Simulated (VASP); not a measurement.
Runs of VASP 6.6.1 on Cu4H. The structure is that of space group Im-3m (No. 229), or close to it. The cells are those of the table. 

```csv
task,cell,k mesh,cutoff (eV),k mesh for the DOS,occupations for the DOS,gap on the mesh (eV),pressure (GPa),relaxed volume (Å³/atom)
single point,"a = 4.196 Å, angles 109.5°, 5 atoms",6 × 6 × 6,520,-,-,none,0.5,-
single point,"a = 4.256 Å, angles 109.5°, 5 atoms",6 × 6 × 6,520,-,-,none,(a),-
relaxation of cell and atoms,"relaxed from a = 4.196 Å, angles 109.5°, 5 atoms",12 × 12 × 12,600,-,-,none,-0.1,11.39
relaxation of cell and atoms,"relaxed from a = 4.256 Å, angles 109.5°, 5 atoms",6 × 6 × 6,600,-,-,none,0.3,11.40
single point,"a = 4.193 Å, angles 109.5°, 5 atoms",12 × 12 × 12,520,-,-,none,(b),-
```

Alike in all rows: level PBE; potentials or basis VASP PAW PBE potentials, release 64 (Cu, H); no spin polarisation; smearing gaussian 0.1 eV.

Question: Estimate the missing entries.

Answer: (a) -4.2; (b) 0.0.

A gap of «none» marks levels without a gap at the run's occupations.
